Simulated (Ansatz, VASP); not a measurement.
TaN in VASP and in Ansatz

Contents of INCAR:

```
PREC = Accurate
ENCUT = 520
EDIFF = 1E-6
ISMEAR = -1
SIGMA = 0.02
LREAL = False
LASPH = True
NELM = 100
ALGO = Normal
ISIF = 2
LWAVE = False
LCHARG = False
GGA = PS
NBANDS = 33
```

The input KPOINTS:

```
Automatic mesh
0
Gamma
  8 8 11
```

File POSCAR:

```
TaN
1.0
    5.1910000000      0.0000000000      0.0000000000
   -2.5955000000      4.4955378710      0.0000000000
    0.0000000000      0.0000000000      2.9080000000
Ta N
3 3
Direct
    0.6666666667      0.3333333333      0.5000000000
    0.3333333333      0.6666666667      0.5000000000
    0.0000000000      0.0000000000      0.0000000000
    0.0000000000      0.5000000000      0.0000000000
    0.5000000000      0.5000000000      0.0000000000
    0.5000000000      0.0000000000      0.0000000000
```

Input for Ansatz:

```yaml
crystal:
  lattice:
    - [5.191, 0.0, 0.0]
    - [-2.5955, 4.495537871, 0.0]
    - [0.0, 0.0, 2.908]
  atoms:
    - { symbol: Ta, position: [0.6666666667, 0.3333333333, 0.5] }
    - { symbol: Ta, position: [0.3333333333, 0.6666666667, 0.5] }
    - { symbol: Ta, position: [0.0, 0.0, 0.0] }
    - { symbol: "N", position: [0.0, 0.5, 0.0] }
    - { symbol: "N", position: [0.5, 0.5, 0.0] }
    - { symbol: "N", position: [0.5, 0.0, 0.0] }
hamiltonian:
  xc: pbesol
  pseudopotentials: { kind: paw }
kpoints:
  mp_grid: { grid: [8, 8, 11] }
scf:
  occupations: { method: fermi_dirac, width: 0.02 }
  convergence: { dr2_threshold: 1.0e-09 }
basis:
  ecutwfc: 600
output:
  eigenvalues: true
  forces: true
  stress: true
```

Alike in both runs: task single point; functional PBEsol; k mesh 8 × 8 × 11; occupations fermi-dirac, width 0.02 eV; no spin polarisation.

|  | VASP | Ansatz |
| --- | --- | --- |
| version | VASP 6.6.1 | Ansatz 0.2.0 |
| potentials or method | VASP PAW PBE potentials, release 64 (Ta_pv, N), cutoff 520 eV | scalar-relativistic, plane waves, PAW |
| valence electrons in the cell | 48 | 54 |

Ansatz gave:

- gap on the k mesh at the Fermi level (eV): none
- pressure (GPa): 1.0
- traceless stress, the component that is largest in VASP (GPa): -0.57

Question: What did VASP give for the same quantities?

Answer: gap on the k mesh at the Fermi level (eV): none; pressure (GPa): 1.9; traceless stress, the component that is largest in VASP (GPa): -0.36.

VASP's potentials were made for PBE, not for PBEsol. A gap of «none» marks a metal or a gap that the smearing closes. The functional is the same, so the differences come from potentials, cutoffs and numerics. VASP's potentials hold 48 valence electrons a cell and Ansatz's 54, so a difference there can come from the potentials and not from the codes. Ansatz's warnings: stress scf threshold loose.

Neither program's run includes spin-orbit coupling.
